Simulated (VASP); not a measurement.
# Ti3GePt (Pm-3m) in VASP: notebook

Runs on Ti3GePt. Level: PBE. Tasks: single point, relaxation of cell and atoms.

All numbers are computed with VASP 6.6.1; they aren't measurements. Logs are shortened: lines on timing, memory, paths and dates and some standing lists are left out, and cuts for length are marked.

## Step 1: The cell of the first run

Symmetry: Pm-3m, No. 221, cubic system. Conventional cell: a = 4.609 Å, b = 4.609 Å, c = 4.609 Å, α = 90.00°, β = 90.00°, γ = 90.00°. Ti (site symmetry 4/mmm) has 2 Ge at 2.30 Å within 3.0 Å. Ge (site symmetry m-3m) has 6 Ti at 2.30 Å within 3.0 Å. Pt (site symmetry m-3m) has 12 Ti at 3.26 Å and 8 Ge at 3.99 Å within 4.3 Å.

The cell was built from a structure type or drawn by symmetry, and may not be a known phase.

## Step 2: Single point, PBE

INCAR reads:

```
PREC = Accurate ; ENCUT = 520
EDIFF = 1E-6 ; ISMEAR = 0
SIGMA = 0.1 ; LREAL = False
LASPH = True ; NELM = 60
ALGO = Normal ; ISIF = 2
LWAVE = False ; LCHARG = False
GGA = PE ; NBANDS = 38
```

KPOINTS reads:

```
regular mesh
0
Gamma
  4 4 4
```

POSCAR reads:

```
Ti3GePt
1.0
    4.6088798998      0.0000000000      0.0000000000
    0.0000000000      4.6088798998      0.0000000000
    0.0000000000      0.0000000000      4.6088798998
Ti Ge Pt
3 1 1
Direct
    0.0000000000      0.5000000000      0.5000000000
    0.5000000000      0.0000000000      0.5000000000
    0.5000000000      0.5000000000      0.0000000000
    0.5000000000      0.5000000000      0.5000000000
    0.0000000000      0.0000000000      0.0000000000
```

Potentials or basis: VASP PAW PBE potentials, release 64 (Ti_sv, Ge_d, Pt).

Started as:

```
$ cat potpaw_PBE.64/Ti_sv/POTCAR potpaw_PBE.64/Ge_d/POTCAR potpaw_PBE.64/Pt/POTCAR > POTCAR
$ mpirun -np 1 vasp_std > vasp.out
```

OUTCAR:

```text
PREC = Accurate
   ENCUT = 520
   EDIFF = 1E-6
   ISMEAR = 0
   LREAL = False
   LASPH = True
   NELM = 60
   ISIF = 2
   GGA = PE

 ion  position               nearest neighbor table
   1  0.000  0.500  0.500-   4 2.30   4 2.30
   2  0.500  0.000  0.500-   4 2.30   4 2.30
   3  0.500  0.500  0.000-   4 2.30   4 2.30
   4  0.500  0.500  0.500-   1 2.30   2 2.30   3 2.30   3 2.30   2 2.30   1 2.30
   5  0.000  0.000  0.000-

  LATTYP: Found a simple cubic cell.
 ALAT       =     4.6088798998

  Lattice vectors:

 A1 = (   4.6088798998,   0.0000000000,   0.0000000000)
 A2 = (   0.0000000000,   4.6088798998,   0.0000000000)
 A3 = (   0.0000000000,   0.0000000000,   4.6088798998)

Analysis of symmetry for initial positions (statically):
=====================================================================
 Subroutine PRICEL returns:
 Original cell was already a primitive cell.

 Routine SETGRP: Setting up the symmetry group for a
 simple cubic supercell.

 Subroutine GETGRP returns: Found 48 space group operations
 (whereof 48 operations were pure point group operations)
 out of a pool of 48 trial point group operations.

The static configuration has the point symmetry O_h .

Analysis of symmetry for dynamics (positions and initial velocities):
=====================================================================
 Subroutine PRICEL returns:
 Original cell was already a primitive cell.

 Routine SETGRP: Setting up the symmetry group for a
 simple cubic supercell.

 Subroutine GETGRP returns: Found 48 space group operations
 (whereof 48 operations were pure point group operations)
 out of a pool of 48 trial point group operations.

The dynamic configuration has the point symmetry O_h .

 Subroutine INISYM returns: Found 48 space group operations
 (whereof 48 operations are pure point group operations),
 and found     1 'primitive' translations

----------------------------------------------------------------------------------------

                                     Primitive cell

  volume of cell :      97.9008

  direct lattice vectors                    reciprocal lattice vectors
     4.608879900  0.000000000  0.000000000     0.216972458  0.000000000  0.000000000
     0.000000000  4.608879900  0.000000000     0.000000000  0.216972458  0.000000000
     0.000000000  0.000000000  4.608879900     0.000000000  0.000000000  0.216972458

  length of vectors
     4.608879900  4.608879900  4.608879900     0.216972458  0.216972458  0.216972458

  position of ions in fractional coordinates (direct lattice)
     0.000000000  0.500000000  0.500000000
     0.500000000  0.000000000  0.500000000
     0.500000000  0.500000000  0.000000000
     0.500000000  0.500000000  0.500000000
     0.000000000  0.000000000  0.000000000

  ion indices of the primitive-cell ions
   primitive index   ion index
                 1           1
                 2           2
                 3           3
                 4           4
                 5           5

----------------------------------------------------------------------------------------

 KPOINTS: regular mesh

Automatic generation of k-mesh.
 Grid dimensions read from file:
 generate k-points for:    4    4    4

 Generating k-lattice:

  Cartesian coordinates                     Fractional coordinates (reciprocal lattice)
     0.054243114  0.000000000  0.000000000     0.250000000  0.000000000  0.000000000
     0.000000000  0.054243114  0.000000000     0.000000000  0.250000000  0.000000000
     0.000000000  0.000000000  0.054243114     0.000000000  0.000000000  0.250000000

  Length of vectors
     0.054243114  0.054243114  0.054243114

  Shift w.r.t. Gamma in fractional coordinates (k-lattice)
     0.000000000  0.000000000  0.000000000

 Subroutine IBZKPT returns following result:
 ===========================================

 Found     10 irreducible k-points:

 Following reciprocal coordinates:
            Coordinates               Weight
  0.000000  0.000000  0.000000      1.000000
  0.250000  0.000000  0.000000      6.000000
  0.500000  0.000000  0.000000      3.000000
  0.250000  0.250000  0.000000     12.000000
  0.500000  0.250000  0.000000     12.000000
  0.500000  0.500000  0.000000      3.000000
  0.250000  0.250000  0.250000      8.000000
  0.500000  0.250000  0.250000     12.000000
  0.500000  0.500000  0.250000      6.000000
  0.500000  0.500000  0.500000      1.000000
   k-points           NKPTS =     10   k-points in BZ     NKDIM =     10   number of bands    NBANDS=     38
   number of dos      NEDOS =    301   number of ions     NIONS =      5
   total plane-waves  NPLWV =  46656
   dimension x,y,z NGX =    36 NGY =   36 NGZ =   36
   dimension x,y,z NGXF=    72 NGYF=   72 NGZF=   72
   ions per type =               3   1   1
   NGX,Y,Z   is equivalent  to a cutoff of  12.99, 12.99, 12.99 a.u.
   NGXF,Y,Z  is equivalent  to a cutoff of  25.97, 25.97, 25.97 a.u.
 SYSTEM =  unknown system
   PREC   = accura    normal or accurate (medium, high low for compatibility)
   ISTART =      0    job   : 0-new  1-cont  2-samecut
   ICHARG =      2    charge: 1-file 2-atom 10-const
   ISPIN  =      1    spin polarized calculation?
   LNONCOLLINEAR =      F non collinear calculations
   LSORBIT =      F    spin-orbit coupling
   LASPH  =      T    aspherical Exc in radial PAW
   ENCUT  =  520.0 eV  38.22 Ry    6.18 a.u.   8.57  8.57  8.57*2*pi/ulx,y,z
   NELM   =     60;   NELMIN=  2; NELMDL= -5     # of ELM steps
   EDIFF  = 0.1E-05   stopping-criterion for ELM
   LREAL  =      F    real-space projection
   EDIFFG = 0.1E-04   stopping-criterion for IOM
   NSW    =      0    number of steps for IOM
   IBRION =     -1    ionic relax: 0-MD 1-quasi-New 2-CG
   NFREE  =      0    steps in history (QN), initial steepest desc. (CG)
   ISIF   =      2    stress and relaxation
   ISYM   =      2    0-nonsym 1-usesym 2-fastsym
   POTIM  = 0.5000    time-step for ionic-motion
   TEBEG  =    0.0;   TEEND  =   0.0 temperature during run
   PSTRESS=    0.0 pullay stress
   NELECT =      60.0000    total number of electrons
   NUPDOWN=      -1.0000    fix difference up-down
   EMIN   =  10.00;   EMAX   =-10.00  energy-range for DOS
   EFERMI =   0.00;   METHOD = LEGACY
   ISMEAR =     0;   SIGMA  =   0.10  broadening in eV -4-tet -1-fermi 0-gaus
   EFERMI_NEDOS =   21; number of points for ismear=-14 and -15
   IALGO  =     38    algorithm
   IMIX   =      4    mixing-type and parameters
     AMIX     =   0.40;   BMIX     =  1.00
     AMIX_MAG =   1.60;   BMIX_MAG =  1.00
  volume/ion in A,a.u.               =      19.58       132.13
  Fermi-wavevector in a.u.,A,eV,Ry     =   1.390582  2.627818 26.309825  1.933718
  Thomas-Fermi vector in A             =   2.514503
   LORBIT       =      0    0 simple, 1 ext, 2 COOP (PROOUT), +10 PAW based schemes
   GGA     = PE    functional components
   LHFCALC =     F    Hartree Fock is set to
   AEXX    =    0.0000 exact exchange contribution
   IVDW    =     0    specifies the selected vdW correction
   LEPSILON=     F    determine dielectric tensor
   LRPA    =     F    only Hartree local field effects (RPA)
 non-spin polarized calculation
 Gauss-broadening in eV      SIGMA  =   0.10
  energy-cutoff  :      520.00
  volume of cell :       97.90
 maximum number of plane-waves:      2666
 NGX is ok and might be reduce to    36
   NGX = 17   NGY = 17   NGZ = 17

 number of electron      60.0000013 magnetization

 Free energy of the ion-electron system (eV)
  ---------------------------------------------------
  ext. energy  EPLUGINS =         0.00000000
  ---------------------------------------------------
  free energy    TOTEN  =       -32.52879926 eV

  energy without entropy =      -32.50707109  energy(sigma->0) =      -32.51793518

 E-fermi :   6.5741     XC(G=0): -11.0216

 val. band max:        6.5572305319   @ k =   0.5000   0.5000   0.2500
 cond. band min:       6.6098761942   @ k =   0.5000   0.2500   0.0000
 fundamental gap:      0.0526456623
 Fermi energy:         6.5740762808

 k-point     1 :       0.0000    0.0000    0.0000
  band No.  band energies     occupation
      1     -50.6226      2.00000
      2     -50.5912      2.00000
      3     -50.5912      2.00000
      4     -26.9481      2.00000
      5     -26.9481      2.00000
      6     -26.9481      2.00000
[... 30 lines left out ...]
     37       8.3259      0.00000
     38       8.8781      0.00000

 k-point     2 :       0.2500    0.0000    0.0000
  band No.  band energies     occupation
      1     -50.6185      2.00000
      2     -50.5949      2.00000
      3     -50.5912      2.00000
      4     -26.9362      2.00000
      5     -26.9362      2.00000
      6     -26.9330      2.00000
[... 30 lines left out ...]
     37       8.2842      0.00000
     38       8.5820      0.00000

 k-point     3 :       0.5000    0.0000    0.0000
  band No.  band energies     occupation
      1     -50.6121      2.00000
      2     -50.6008      2.00000
      3     -50.5912      2.00000
      4     -26.9192      2.00000
      5     -26.9192      2.00000
      6     -26.9035      2.00000
[... 30 lines left out ...]
     37       8.1105      0.00000
     38       8.2467      0.00000

 k-point     4 :       0.2500    0.2500    0.0000
  band No.  band energies     occupation
      1     -50.6148      2.00000
      2     -50.5960      2.00000
      3     -50.5933      2.00000
      4     -26.9465      2.00000
      5     -26.9244      2.00000
      6     -26.9106      2.00000
[... 30 lines left out ...]
     37       8.3150      0.00000
     38       8.5371      0.00000
[... 129 lines left out ...]
      4     -26.9501      2.00000
      5     -26.9391      2.00000
      6     -26.9328      2.00000
[... 30 lines left out ...]
     37       8.3156      0.00000
     38       8.3337      0.00000

 k-point     9 :       0.5000    0.5000    0.2500
  band No.  band energies     occupation
      1     -50.6012      2.00000
      2     -50.6007      2.00000
      3     -50.6007      2.00000
      4     -26.9641      2.00000
      5     -26.9548      2.00000
      6     -26.9357      2.00000
[... 30 lines left out ...]
     37       8.2964      0.00000
     38       8.5152      0.00000

 k-point    10 :       0.5000    0.5000    0.5000
  band No.  band energies     occupation
      1     -50.6007      2.00000
      2     -50.6007      2.00000
      3     -50.6007      2.00000
      4     -26.9974      2.00000
      5     -26.9545      2.00000
      6     -26.9545      2.00000
[... 30 lines left out ...]
     37       8.4143      0.00000
     38       8.4143      0.00000

------------------------ aborting loop because EDIFF is reached ----------------------------------------

  FORCE on cell =-STRESS in cart. coord.  units (eV):
  Direction    XX          YY          ZZ          XY          YZ          ZX
  --------------------------------------------------------------------------------------
  -------------------------------------------------------------------------------------
  Total        0.0958531      0.0958531      0.0958531      0.0000000      0.0000000      0.0000000
  in kB        1.5686666      1.5686666      1.5686666      0.0000000      0.0000000      0.0000000
  external PRESSURE =       1.5686666 kB  Pullay stress =       0.0000000 kB

 VOLUME and BASIS-vectors are now :
 -----------------------------------------------------------------------------
  energy-cutoff  :      520.00
  volume of cell :       97.90
      direct lattice vectors                 reciprocal lattice vectors
     4.608879900  0.000000000  0.000000000     0.216972458  0.000000000  0.000000000
     0.000000000  4.608879900  0.000000000     0.000000000  0.216972458  0.000000000
     0.000000000  0.000000000  4.608879900     0.000000000  0.000000000  0.216972458

 POSITION                                       TOTAL-FORCE (eV/Angst)
 -----------------------------------------------------------------------------------
      0.00000      2.30444      2.30444         0.000000      0.000000      0.000000
      2.30444      0.00000      2.30444         0.000000      0.000000      0.000000
      2.30444      2.30444      0.00000         0.000000      0.000000      0.000000
      2.30444      2.30444      2.30444         0.000000      0.000000      0.000000
      0.00000      0.00000      0.00000         0.000000      0.000000      0.000000
 -----------------------------------------------------------------------------------
    total drift:                                0.000000      0.000000      0.000000

  FREE ENERGIE OF THE ION-ELECTRON SYSTEM (eV)
  ---------------------------------------------------
  free  energy   TOTEN  =       -32.5287992610 eV

  energy  without entropy=      -32.5070710927  energy(sigma->0) =      -32.51793518
```

Run time: 19 s. Hardware: 1 thread of Intel Xeon 6975P-C (Granite Rapids), shared host; peak memory 0.22 GiB.

Results:

| Property | Result |
| --- | --- |
| Free energy | -32.5288 eV |
| Pressure | 0.2 GPa |
| Band gap on the k mesh | zero (bands 30 and 31 overlap by 0.68 eV) |

Levels at points of the mesh, in eV from the Fermi level:
```
           k point  band 26  band 27  band 28  band 29  band 30  band 31  band 32  band 33  band 34  band 35
(0.00, 0.00, 0.00)    -0.93    -0.93    -0.45    -0.45    -0.45     0.59     0.59     1.43     1.43     1.75
(0.50, 0.00, 0.00)    -1.49    -0.94    -0.94    -0.77    -0.54    -0.54     0.79     1.05     1.24     1.24
(0.50, 0.50, 0.00)    -2.03    -1.69    -0.62    -0.62    -0.20     0.54     0.54     0.55     0.55     1.18
(0.50, 0.50, 0.50)    -1.82    -1.82     0.14     0.14     0.14     0.46     0.46     0.46     1.23     1.23
```

Caveat: spin-orbit coupling is left out, which moves the levels of the heavy elements.

## Step 3: Relaxation of cell and atoms, PBE

INCAR reads:

```
SYSTEM = Ti3GePt
PREC = Accurate
ENCUT = 600
EDIFF = 1E-7
ISMEAR = 0
SIGMA = 0.1
LREAL = .FALSE.
LASPH = .TRUE.
NELM = 80
ALGO = Fast
ISIF = 3
LWAVE = .FALSE.
LCHARG = .FALSE.
GGA = PE
IBRION = 2
NSW = 100
EDIFFG = -0.01
```

KPOINTS reads:

```
Automatic mesh
0
G
  8 8 8
  0 0 0
```

POSCAR is that of step 2.

Potentials or basis: VASP PAW PBE potentials, release 64 (Ti_sv, Ge_d, Pt).

Started as:

```
$ cat potpaw_PBE.64/Ti_sv/POTCAR potpaw_PBE.64/Ge_d/POTCAR potpaw_PBE.64/Pt/POTCAR > POTCAR
$ mpirun -np 1 vasp_std > vasp.out
```

Run time: 24 min. Hardware: 1 thread of Intel Xeon 6975P-C (Granite Rapids), shared host; peak memory 0.37 GiB.

It converged, with:

```yaml
Free_energy: -32.5460 eV
Relaxed_volume: 19.63 Å³/atom
Relaxed_cell: a = 4.613 Å, b = 4.613 Å, c = 4.613 Å, α = 90.00°, β = 90.00°, γ = 90.00°
Space_group_after_relaxing_to_0.1_Å: Pm-3m (No. 221)
Energy_gained_by_relaxing: 0.1 meV/atom
Ionic_steps: 4
Pressure_after_relaxing: 0.0 GPa
Band_gap_on_the_k_mesh: zero (bands 30 and 31 overlap by 0.99 eV)
```

Step by step:
```csv
step,energy change (eV),largest force (eV/Å),pressure (GPa),volume (Å³)
1,0.0000,0.0000,0.23,97.90
2,0.0001,0.0000,-0.18,98.30
3,-0.0001,0.0000,0.10,98.04
4,-0.0003,0.0000,-0.01,98.13
```

Final structure:
```cif
data_structure
_symmetry_space_group_name_H-M 'P 1'
_symmetry_Int_Tables_number 1
_cell_length_a 4.6125
_cell_length_b 4.6125
_cell_length_c 4.6125
_cell_angle_alpha 90.000
_cell_angle_beta 90.000
_cell_angle_gamma 90.000
_cell_volume 98.13
loop_
_atom_site_label
_atom_site_type_symbol
_atom_site_fract_x
_atom_site_fract_y
_atom_site_fract_z
_atom_site_occupancy
Ti1 Ti 0.00000 0.50000 0.50000 1
Ti2 Ti 0.50000 0.00000 0.50000 1
Ti3 Ti 0.50000 0.50000 0.00000 1
Ge1 Ge 0.50000 0.50000 0.50000 1
Pt1 Pt 0.00000 0.00000 0.00000 1
```

Levels at points of the mesh, in eV from the Fermi level:
| k point | band 26 | band 27 | band 28 | band 29 | band 30 | band 31 | band 32 | band 33 | band 34 | band 35 |
| --- | --- | --- | --- | --- | --- | --- | --- | --- | --- | --- |
| (0.00, 0.00, 0.00) | -0.87 | -0.87 | -0.38 | -0.38 | -0.38 | 0.66 | 2.03 | 36.75 | 37.03 | 39.93 |
| (0.50, 0.00, 0.00) | -1.40 | -0.87 | -0.87 | -0.71 | -0.47 | -0.47 | 0.85 | 1.12 | 1.65 | 37.40 |
| (0.50, 0.50, 0.00) | -1.92 | -1.58 | -0.55 | -0.55 | -0.13 | 0.60 | 0.60 | 1.24 | 1.43 | 3.95 |
| (0.50, 0.50, 0.50) | -1.71 | -1.71 | 0.23 | 0.27 | 0.51 | 0.51 | 0.51 | 1.28 | 1.28 | 1.28 |

Caveat: spin-orbit coupling is left out, which moves the levels of the heavy elements.
